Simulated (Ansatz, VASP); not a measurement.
Two plane-wave programs on NiO

Contents of INCAR:

```
SYSTEM = NiO
ALGO = Normal
EDIFF = 1E-6
ENCUT = 700
GGA = PE
GGA_COMPAT = .FALSE.
ISIF = 2
ISMEAR = -1
ISPIN = 2
LASPH = .TRUE.
LCHARG = .FALSE.
LMAXMIX = 4
LORBIT = 11
LREAL = .FALSE.
LWAVE = .FALSE.
MAGMOM = 1.2 0
NBANDS = 23
NELM = 200
NUPDOWN = 1.2
PREC = Accurate
SIGMA = 0.05
```

File KPOINTS:

```
k-points
0
G
  9 9 9
  0 0 0
```

Contents of POSCAR:

```
NiO
1.0
    0.0000000000      2.0913095100      2.0913095100
    2.0913095100      0.0000000000      2.0913095100
    2.0913095100      2.0913095100      0.0000000000
Ni O
1 1
Direct
    0.0000000000      0.0000000000      0.0000000000
    0.5000000000      0.5000000000      0.5000000000
```

The input input.yaml:

```yaml
crystal:
  lattice:
    - [0.0, 2.09130951, 2.09130951]
    - [2.09130951, 0.0, 2.09130951]
    - [2.09130951, 2.09130951, 0.0]
  atoms:
    - { symbol: Ni, position: [0.0, 0.0, 0.0], spin: 1.2 }
    - { symbol: O, position: [0.5, 0.5, 0.5] }
hamiltonian:
  xc: pbe
  pseudopotentials: { kind: paw }
magnetization:
  spin_polarized: true
  initial_magnetization: 1.2
  spin_locking: { lock_magnetization: hard }
kpoints:
  mp_grid: { grid: [9, 9, 9] }
scf:
  occupations: { method: fermi_dirac, width: 0.05 }
  lower_state_search: "off"
output:
  forces: true
  stress: true
  eigenvalues: true
```

Alike in both runs: task single point; functional PBE; k mesh 9 × 9 × 9; occupations fermi-dirac, width 0.05 eV; collinear spin; fixed moment 1.2 μB.

|  | VASP | Ansatz |
| --- | --- | --- |
| version | VASP 6.6.1 | Ansatz 0.2.0 |
| potentials or method | VASP PAW PBE potentials, release 64 (Ni_sv_GW, O) | Ansatz PAW |
| plane-wave cutoff (eV) | 700 | 420 |
| valence electrons in the cell | 24 | 24 |

Ansatz gave:

- pressure (GPa): -0.1
- net moment per atom (μB): 0.60
- size of the moment on the site where the two differ most (μB): 1.00

Q: Estimate VASP's values.

A: Pressure (GPa): -1.1; net moment per atom (μB): 0.60; size of the moment on the site where the two differ most (μB): 1.03.

Site moments also hang on the region over which each program counts them.
